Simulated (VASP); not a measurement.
Write the native input for VASP 6.6.1 that does the following.

- Task: single point
- Functional: PBE
- Potentials or basis: VASP PAW PBE potentials, release 64 (Cd, Se)
- Cutoff: 520 eV
- k mesh: 14 × 14 × 14
- Occupations: fermi-dirac, width 0.05 eV
- Spin: no spin polarisation
- Dipole correction: no
- Further INCAR settings: ALGO = Normal; EDIFF = 1e-06; NBANDS = 16

The structure of CdSe (rocksalt type) lies in POSCAR:

```
CdSe
1.0
    0.0000000000      2.5482713281      2.5482713281
    2.5482713281      0.0000000000      2.5482713281
    2.5482713281      2.5482713281      0.0000000000
Cd Se
1 1
Direct
    0.0000000000      0.0000000000      0.0000000000
    0.5000000000      0.5000000000      0.5000000000
```

The input as run:

INCAR

```
PREC = Accurate
ENCUT = 520
EDIFF = 1E-6
ISMEAR = -1
SIGMA = 0.05
LREAL = F
LASPH = T
NELM = 100
ALGO = Normal
ISIF = 2
LWAVE = F
LCHARG = T
GGA = PE
LELF = T
LVHAR = T
NBANDS = 16
```

KPOINTS

```
regular mesh
0
Gamma
  14 14 14
```

Potentials or basis: VASP PAW PBE potentials, release 64 (Cd, Se).

Command:

```console
$ cat potpaw_PBE.64/Cd/POTCAR potpaw_PBE.64/Se/POTCAR > POTCAR
$ mpirun -np 1 vasp_std > vasp.out
```

It gave:

- Pressure: 51.8 GPa
- Band gap on the k mesh: zero (bands 9 and 10 overlap by 0.71 eV)

Caveat: the cell stands under pressure; semilocal functionals underestimate gaps, so a narrow gap can read as zero.

Wall time 81 s on 1 thread of Intel Xeon 8259CL, on a shared host, peak memory 0.2 GiB.
